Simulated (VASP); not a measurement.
A run of VASP 6.6.1:

The input INCAR:

```
SYSTEM = SnSe
  PREC = Accurate
  ENCUT = 520
  EDIFF = 1E-7
  ISMEAR = -1
  SIGMA = 0.05
  LREAL = .FALSE.
  LASPH = .TRUE.
  NELM = 60
  ALGO = Normal
  ISIF = 2
  LWAVE = .FALSE.
  LCHARG = .TRUE.
  GGA = PE
  IVDW = 12
  LELF = .TRUE.
  LVHAR = .TRUE.
  NBANDS = 17
```

Contents of KPOINTS:

```
Automatic mesh
0
G
  8 8 8
  0 0 0
```

File POSCAR:

```
SnSe
1.0
    0.0000000000      2.9867158630      2.9867158630
    2.9867158630      0.0000000000      2.9867158630
    2.9867158630      2.9867158630      0.0000000000
Sn Se
1 1
Direct
    0.0000000000      0.0000000000      0.0000000000
    0.5000000000      0.5000000000      0.5000000000
```

Potentials or basis: VASP PAW PBE potentials, release 64 (Sn_d, Se).

Run with:

```bash
$ cat potpaw_PBE.64/Sn_d/POTCAR potpaw_PBE.64/Se/POTCAR > POTCAR
$ mpirun -np 1 vasp_std > vasp.out
```

Hardware: 1 thread of AMD EPYC 7R13 (shared host).

Q: Estimate the wall time of this run.

A: It took 51 s on 1 thread of AMD EPYC 7R13, on a shared host, peak memory 0.16 GiB. Counts: scf iterations 14, k points 29.
